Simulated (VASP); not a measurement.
# Ca4Sc in VASP: single point with PBEsol

Aim: the single point of Ca4Sc with PBEsol.

Program: VASP 6.6.1. These are calculated values, not measurements. Logs are shortened: lines on timing, memory, paths and dates and some standing lists are left out, and cuts for length are marked.

## (1) The cell of the first run

The cell holds a slab with vacuum, 5 atoms: a = 3.858 Å, b = 3.858 Å, c = 32.600 Å, α = 90.00°, β = 90.00°, γ = 120.00°.

## (2) Single point, PBEsol

File INCAR:

```
SYSTEM = Ca4Sc
PREC = Accurate ; ENCUT = 520
EDIFF = 1E-7 ; ISMEAR = -1
SIGMA = 0.1 ; LREAL = .FALSE.
LASPH = .TRUE. ; NELM = 100
ALGO = Normal ; ISIF = 2
LWAVE = .FALSE. ; LCHARG = .FALSE.
LDIPOL = .TRUE. ; IDIPOL = 3
DIPOL = 0.5 0.5 0.500 ; GGA = PS
NBANDS = 34
```

File KPOINTS:

```
Automatic mesh
0
G
  11 11 1
  0 0 0
```

File POSCAR:

```
Ca4Sc
1.0
    3.8579598800      0.0000000000      0.0000000000
   -1.9289799400      3.3410912629      0.0000000000
    0.0000000000      0.0000000000     32.6000000000
Sc Ca
1 4
Direct
    0.8333333333      0.1666666667      0.3092479501
    0.1666666667      0.8333333333      0.4034120216
    0.5000000000      0.5000000000      0.4999999380
    0.8333333333      0.1666666667      0.5965879476
    0.1666666667      0.8333333333      0.6907521427
```

Potentials or basis: VASP PAW PBE potentials, release 64 (Sc_sv, Ca_sv).

The run is started by

```bash
cat potpaw_PBE.64/Sc_sv/POTCAR potpaw_PBE.64/Ca_sv/POTCAR > POTCAR
mpirun -np 1 vasp_std > vasp.out
```

OUTCAR:

```text
SYSTEM = Ca4Sc
   PREC = Accurate
   ENCUT = 520
   EDIFF = 1E-7
   ISMEAR = -1
   LREAL = .FALSE.
   LASPH = .TRUE.
   NELM = 100
   ISIF = 2
   GGA = PS

 ion  position               nearest neighbor table
   1  0.833  0.167  0.309-
   2  0.167  0.833  0.403-
   3  0.500  0.500  0.500-
   4  0.833  0.167  0.597-
   5  0.167  0.833  0.691-

  LATTYP: Found a hexagonal cell.
 ALAT       =     3.8579598800
 C/A-ratio  =     8.4500619535

  Lattice vectors:

 A1 = (   3.8579598800,   0.0000000000,   0.0000000000)
 A2 = (  -1.9289799400,   3.3410912629,   0.0000000000)
 A3 = (   0.0000000000,   0.0000000000,  32.6000000000)

Analysis of symmetry for initial positions (statically):
=====================================================================
 Subroutine PRICEL returns:
 Original cell was already a primitive cell.

 Routine SETGRP: Setting up the symmetry group for a
 hexagonal supercell.

 Subroutine GETGRP returns: Found  6 space group operations
 (whereof  2 operations were pure point group operations)
 out of a pool of 24 trial point group operations.

The static configuration has the point symmetry C_1h.
 The point group associated with its full space group is C_3v.

Analysis of symmetry for dynamics (positions and initial velocities):
=====================================================================
 Subroutine PRICEL returns:
 Original cell was already a primitive cell.

 Routine SETGRP: Setting up the symmetry group for a
 hexagonal supercell.

 Subroutine GETGRP returns: Found  6 space group operations
 (whereof  2 operations were pure point group operations)
 out of a pool of 24 trial point group operations.

The dynamic configuration has the point symmetry C_1h.
 The point group associated with its full space group is C_3v.

 Subroutine INISYM returns: Found  6 space group operations
 (whereof  2 operations are pure point group operations),
 and found     1 'primitive' translations

----------------------------------------------------------------------------------------

                                     Primitive cell

  volume of cell :     420.2074

  direct lattice vectors                    reciprocal lattice vectors
     3.857959880  0.000000000  0.000000000     0.259204354  0.149651704  0.000000000
    -1.928979940  3.341091263  0.000000000     0.000000000  0.299303408  0.000000000
     0.000000000  0.000000000 32.600000000     0.000000000  0.000000000  0.030674847

  length of vectors
     3.857959880  3.857959880 32.600000000     0.299303408  0.299303408  0.030674847

  position of ions in fractional coordinates (direct lattice)
     0.833333333  0.166666667  0.309247950
     0.166666667  0.833333333  0.403412022
     0.500000000  0.500000000  0.499999938
     0.833333333  0.166666667  0.596587948
     0.166666667  0.833333333  0.690752143

  ion indices of the primitive-cell ions
   primitive index   ion index
                 1           1
                 2           2
                 3           3
                 4           4
                 5           5

----------------------------------------------------------------------------------------

 KPOINTS: Automatic mesh

Automatic generation of k-mesh.
 Grid dimensions read from file:
 generate k-points for:   11   11    1

 Generating k-lattice:

  Cartesian coordinates                     Fractional coordinates (reciprocal lattice)
     0.023564032  0.013604700  0.000000000     0.090909091 -0.000000000  0.000000000
     0.000000000  0.027209401  0.000000000     0.000000000  0.090909091  0.000000000
     0.000000000  0.000000000  0.030674847     0.000000000  0.000000000  1.000000000

  Length of vectors
     0.027209401  0.027209401  0.030674847

  Shift w.r.t. Gamma in fractional coordinates (k-lattice)
     0.000000000  0.000000000  0.000000000

 Subroutine IBZKPT returns following result:
 ===========================================

 Found     16 irreducible k-points:

 Following reciprocal coordinates:
            Coordinates               Weight
  0.000000  0.000000  0.000000      1.000000
  0.090909  0.000000  0.000000      6.000000
  0.181818 -0.000000  0.000000      6.000000
  0.272727 -0.000000  0.000000      6.000000
  0.363636  0.000000  0.000000      6.000000
  0.454545  0.000000  0.000000      6.000000
[... 8 lines left out ...]
  0.272727  0.272727  0.000000      6.000000
  0.363636  0.272727  0.000000      6.000000
   k-points           NKPTS =     16   k-points in BZ     NKDIM =     16   number of bands    NBANDS=     34
   number of dos      NEDOS =    301   number of ions     NIONS =      5
   total plane-waves  NPLWV = 225000
   dimension x,y,z NGX =    30 NGY =   30 NGZ =  250
   dimension x,y,z NGXF=    60 NGYF=   60 NGZF=  500
   ions per type =               1   4
   NGX,Y,Z   is equivalent  to a cutoff of  12.93, 12.93, 12.75 a.u.
   NGXF,Y,Z  is equivalent  to a cutoff of  25.86, 25.86, 25.50 a.u.
 SYSTEM =  Ca4Sc
   PREC   = accura    normal or accurate (medium, high low for compatibility)
   ISTART =      0    job   : 0-new  1-cont  2-samecut
   ICHARG =      2    charge: 1-file 2-atom 10-const
   ISPIN  =      1    spin polarized calculation?
   LNONCOLLINEAR =      F non collinear calculations
   LSORBIT =      F    spin-orbit coupling
   LASPH  =      T    aspherical Exc in radial PAW
   ENCUT  =  520.0 eV  38.22 Ry    6.18 a.u.   7.17  7.17 60.61*2*pi/ulx,y,z
   NELM   =    100;   NELMIN=  2; NELMDL= -5     # of ELM steps
   EDIFF  = 0.1E-06   stopping-criterion for ELM
   LREAL  =      F    real-space projection
   EDIFFG = 0.1E-05   stopping-criterion for IOM
   NSW    =      0    number of steps for IOM
   IBRION =     -1    ionic relax: 0-MD 1-quasi-New 2-CG
   NFREE  =      0    steps in history (QN), initial steepest desc. (CG)
   ISIF   =      2    stress and relaxation
   ISYM   =      2    0-nonsym 1-usesym 2-fastsym
   POTIM  = 0.5000    time-step for ionic-motion
   TEBEG  =    0.0;   TEEND  =   0.0 temperature during run
   PSTRESS=    0.0 pullay stress
   NELECT =      51.0000    total number of electrons
   NUPDOWN=      -1.0000    fix difference up-down
   EMIN   =  10.00;   EMAX   =-10.00  energy-range for DOS
   EFERMI =   0.00;   METHOD = LEGACY
   ISMEAR =    -1;   SIGMA  =   0.10  broadening in eV -4-tet -1-fermi 0-gaus
   EFERMI_NEDOS =   21; number of points for ismear=-14 and -15
   IALGO  =     38    algorithm
   IMIX   =      4    mixing-type and parameters
     AMIX     =   0.40;   BMIX     =  1.00
     AMIX_MAG =   1.60;   BMIX_MAG =  1.00
  volume/ion in A,a.u.               =      84.04       567.14
  Fermi-wavevector in a.u.,A,eV,Ry     =   0.810545  1.531708  8.938794  0.656983
  Thomas-Fermi vector in A             =   1.919740
   LORBIT       =      0    0 simple, 1 ext, 2 COOP (PROOUT), +10 PAW based schemes
   GGA     = PS    functional components
   LHFCALC =     F    Hartree Fock is set to
   AEXX    =    0.0000 exact exchange contribution
   IVDW    =     0    specifies the selected vdW correction
   LEPSILON=     F    determine dielectric tensor
   LRPA    =     F    only Hartree local field effects (RPA)
 non-spin polarized calculation
  energy-cutoff  :      520.00
  volume of cell :      420.21
 maximum number of plane-waves:     11379
 NGX is ok and might be reduce to    30
   NGX = 15   NGY = 15   NGZ =121

 dipolmoment           0.000000      0.000000      0.033657 electrons x Angstroem

 number of electron      51.0000002 magnetization

 dipolmoment           0.000000      0.000000     -0.022164 electrons x Angstroem

 Free energy of the ion-electron system (eV)
  ---------------------------------------------------
  ext. energy  EPLUGINS =         0.00000000
  ---------------------------------------------------
  free energy    TOTEN  =       -13.18852066 eV

  energy without entropy =      -12.86997731  energy(sigma->0) =      -13.02924898

 E-fermi :  -0.6454     XC(G=0):  -4.3238

 val. band max:       -0.6578417110   @ k =   0.0909   0.0000   0.0000
 cond. band min:      -0.6385443595   @ k =   0.0909   0.0909   0.0000
 fundamental gap:      0.0192973515
 Fermi energy:        -0.6453722403

 k-point     1 :       0.0000    0.0000    0.0000
  band No.  band energies     occupation
      1     -51.2800      2.00000
      2     -42.7680      2.00000
      3     -42.4072      2.00000
      4     -42.3470      2.00000
      5     -42.2747      2.00000
      6     -30.0656      2.00000
[... 26 lines left out ...]
     33       0.6582      0.00000
     34       1.0711      0.00000

 k-point     2 :       0.0909    0.0000    0.0000
  band No.  band energies     occupation
      1     -51.2797      2.00000
      2     -42.7671      2.00000
      3     -42.4063      2.00000
      4     -42.3461      2.00000
      5     -42.2739      2.00000
      6     -30.0651      2.00000
[... 26 lines left out ...]
     33       0.6903      0.00000
     34       1.0707      0.00000

 k-point     3 :       0.1818   -0.0000    0.0000
  band No.  band energies     occupation
      1     -51.2789      2.00000
      2     -42.7648      2.00000
      3     -42.4038      2.00000
      4     -42.3438      2.00000
      5     -42.2715      2.00000
      6     -30.0639      2.00000
[... 26 lines left out ...]
     33       0.7263      0.00000
     34       0.9380      0.00000

 k-point     4 :       0.2727   -0.0000    0.0000
  band No.  band energies     occupation
      1     -51.2778      2.00000
      2     -42.7617      2.00000
      3     -42.4006      2.00000
      4     -42.3408      2.00000
      5     -42.2685      2.00000
      6     -30.0623      2.00000
[... 26 lines left out ...]
     33       0.5796      0.00001
     34       0.7319      0.00000

 k-point     5 :       0.3636    0.0000    0.0000
  band No.  band energies     occupation
      1     -51.2769      2.00000
      2     -42.7589      2.00000
      3     -42.3977      2.00000
      4     -42.3380      2.00000
      5     -42.2656      2.00000
      6     -30.0608      2.00000
[... 325 lines left out ...]
 k-point    14 :       0.3636    0.1818    0.0000
  band No.  band energies     occupation
      1     -51.2760      2.00000
      2     -42.7565      2.00000
      3     -42.3951      2.00000
      4     -42.3356      2.00000
      5     -42.2632      2.00000
      6     -30.0595      2.00000
[... 26 lines left out ...]
     33       0.1730      0.00056
     34       0.3715      0.00008

 k-point    15 :       0.2727    0.2727    0.0000
  band No.  band energies     occupation
      1     -51.2760      2.00000
      2     -42.7563      2.00000
      3     -42.3950      2.00000
      4     -42.3355      2.00000
      5     -42.2631      2.00000
      6     -30.0595      2.00000
[... 26 lines left out ...]
     33       0.1668      0.00059
     34       0.4256      0.00004

 k-point    16 :       0.3636    0.2727    0.0000
  band No.  band energies     occupation
      1     -51.2758      2.00000
      2     -42.7558      2.00000
      3     -42.3944      2.00000
      4     -42.3349      2.00000
      5     -42.2625      2.00000
      6     -30.0592      2.00000
[... 26 lines left out ...]
     33       0.1290      0.00087
     34       0.3901      0.00006

------------------------ aborting loop because EDIFF is reached ----------------------------------------

 vacuum level on the upper side and lower side of the slab       (xc-potential included)        -0.234         0.073

  FORCE on cell =-STRESS in cart. coord.  units (eV):
  Direction    XX          YY          ZZ          XY          YZ          ZX
  --------------------------------------------------------------------------------------
  -------------------------------------------------------------------------------------
  Total       -2.8361410     -2.8361410     -1.3033659      0.0000000     -0.0000000      0.0000000
  in kB      -10.8137108    -10.8137108     -4.9695068      0.0000000     -0.0000000      0.0000000
  external PRESSURE =      -8.8656428 kB  Pullay stress =       0.0000000 kB

 VOLUME and BASIS-vectors are now :
 -----------------------------------------------------------------------------
  energy-cutoff  :      520.00
  volume of cell :      420.21
      direct lattice vectors                 reciprocal lattice vectors
     3.857959880  0.000000000  0.000000000     0.259204354  0.149651704  0.000000000
    -1.928979940  3.341091263  0.000000000     0.000000000  0.299303408  0.000000000
     0.000000000  0.000000000 32.600000000     0.000000000  0.000000000  0.030674847

 POSITION                                       TOTAL-FORCE (eV/Angst)
 -----------------------------------------------------------------------------------
      2.89347      0.55685     10.08148         0.000000      0.000000      0.463758
     -0.96449      2.78424     13.15123         0.000000     -0.000000     -0.498351
      0.96449      1.67055     16.30000        -0.000000      0.000000      0.026951
      2.89347      0.55685     19.44877         0.000000      0.000000     -0.002889
     -0.96449      2.78424     22.51852         0.000000      0.000000      0.010530
 -----------------------------------------------------------------------------------
    total drift:                               -0.000001      0.000001     -0.000460

  FREE ENERGIE OF THE ION-ELECTRON SYSTEM (eV)
  ---------------------------------------------------
  free  energy   TOTEN  =       -13.1885206617 eV

  energy  without entropy=      -12.8699773076  energy(sigma->0) =      -13.02924898

 vacuum level on the upper side and lower side of the slab         2.319         2.631
```

Wall time 16 min (1 thread of Oxide Virtual Turin-like, shared host); peak memory 0.59 GiB.

What came out:

| Quantity | Value |
| --- | --- |
| Free energy | -13.1885 eV |
| Largest force | 0.498 eV/Å |
| Band gap on the k mesh | zero (an odd number of electrons rules out a gap without spin polarisation) |

Forces on the atoms (eV/Å):
```
Sc   0.000  0.000  0.464
Ca   0.000  0.000 -0.498
Ca   0.000  0.000  0.027
Ca   0.000  0.000 -0.003
Ca   0.000  0.000  0.011
```

Caveat: the PAW data sets were made with another functional, which shifts forces and pressure a little.
